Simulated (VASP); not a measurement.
Write the native input for VASP 6.6.1 that does the following.

- Task: single point
- Functional: PBE
- Dispersion: D3(BJ)
- Potentials or basis: VASP PAW PBE potentials, release 64 (Mo_sv)
- Cutoff: 500 eV
- k mesh: 8 × 8 × 8
- Occupations: fermi-dirac, width 0.1 eV
- Spin: no spin polarisation
- Dipole correction: no
- Further INCAR settings: ALGO = Normal; EDIFF = 1e-06; NBANDS = 13

The structure of Mo lies in POSCAR:

```
Mo
1.0
   -1.5592010000      1.5592010000      1.5592010000
    1.5592010000     -1.5592010000      1.5592010000
    1.5592010000      1.5592010000     -1.5592010000
Mo
1
Direct
    0.0000000000      0.0000000000      0.0000000000
```

The input as run:

INCAR

```
SYSTEM = Mo
ALGO     = Normal         ! electronic algorithm
EDIFF    = 1E-6           ! SCF threshold, eV
ENCUT    = 500            ! plane-wave cutoff, eV
GGA      = PE             ! functional
GGA_COMPAT= .False.      
ISIF     = 2              ! what is computed and relaxed
ISMEAR   = -1             ! smearing method
IVDW     = 12             ! dispersion correction
LASPH    = .True.         ! aspherical terms in the spheres
LCHARG   = .True.         ! write CHGCAR
LELF     = .True.         ! ELF
LREAL    = .False.        ! projectors in reciprocal space
LVHAR    = .True.       
LWAVE    = .False.        ! write WAVECAR
NBANDS   = 13             ! bands
NELM     = 120            ! most SCF steps
PREC     = Accurate       ! precision mode
SIGMA    = 0.1            ! smearing width, eV
```

KPOINTS

```
k-points
0
Gamma
  8 8 8
  0 0 0
```

Potentials or basis: VASP PAW PBE potentials, release 64 (Mo_sv).

Command:

```console
$ cat potpaw_PBE.64/Mo_sv/POTCAR > POTCAR
$ mpirun -np 1 vasp_std > vasp.out
```

Results of the run:

```yaml
Pressure: 4.2 GPa
Band_gap_on_the_k_mesh: zero (band 7 reaches 17.25 eV, above the bottom of band 8 at 11.67 eV)
Dispersion_energy_per_atom: -0.737 eV
```

Caveat: pairwise dispersion overbinds metals, which lowers pressure and volume.

Wall time 8.9 s on 1 thread of Intel(R) Xeon(R) Platinum 8375C CPU @ 2.90GHz (Ice Lake), with other jobs on the host, peak memory 0.13 GiB.
